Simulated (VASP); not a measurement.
A run of VASP 6.6.1 is set up as follows.

The input INCAR:

```
PREC     = Accurate       # precision mode
ENCUT    = 600            # plane-wave cutoff, eV
EDIFF    = 1E-6           # SCF threshold, eV
ISMEAR   = -1             # smearing method
SIGMA    = 0.08           # smearing width, eV
LREAL    = F              # projectors in reciprocal space
LASPH    = T              # aspherical terms in the spheres
NELM     = 100            # most SCF steps
ALGO     = Normal         # electronic algorithm
ISIF     = 3              # what is computed and relaxed
LWAVE    = F              # write WAVECAR
LCHARG   = F              # write CHGCAR
GGA      = PE             # functional
IBRION   = 2              # ionic algorithm
NSW      = 60             # ionic steps
EDIFFG   = -0.005         # ionic threshold
PSTRESS  = 1200.0
```

The input KPOINTS:

```
regular mesh
0
Gamma
  17 17 17
```

The input POSCAR:

```
ZnS
1.0
    0.0000000000      2.1759005741      2.1759005741
    2.1759005741      0.0000000000      2.1759005741
    2.1759005741      2.1759005741      0.0000000000
Zn S
1 1
Direct
    0.0000000000      0.0000000000      0.0000000000
    0.5000000000      0.5000000000      0.5000000000
```

Potentials or basis: VASP PAW PBE potentials, release 64 (Zn, S).

Command:

```console
$ cat potpaw_PBE.64/Zn/POTCAR potpaw_PBE.64/S/POTCAR > POTCAR
$ mpirun -np 1 vasp_std > vasp.out
```

Question: What does it give for the space group after relaxing (to 0.1 Å)?

Answer: Fm-3m (No. 225).

Question: Predict the band gap on the k mesh.

Answer: Zero (bands 9 and 10 overlap by 0.53 eV).

Question: Estimate the relaxed volume.

Answer: 10.32 Å³/atom.

Final structure:
```cif
data_structure
_symmetry_space_group_name_H-M 'P 1'
_symmetry_Int_Tables_number 1
_cell_length_a 3.0788
_cell_length_b 3.0788
_cell_length_c 3.0788
_cell_angle_alpha 60.000
_cell_angle_beta 60.000
_cell_angle_gamma 60.000
_cell_volume 20.64
loop_
_atom_site_label
_atom_site_type_symbol
_atom_site_fract_x
_atom_site_fract_y
_atom_site_fract_z
_atom_site_occupancy
Zn1 Zn 0.00000 0.00000 0.00000 1
S1 S 0.50000 0.50000 0.50000 1
```

Caveat: the cell is relaxed towards a set pressure, so the run minimises the enthalpy, not the energy; semilocal functionals underestimate gaps, so a narrow gap can read as zero.
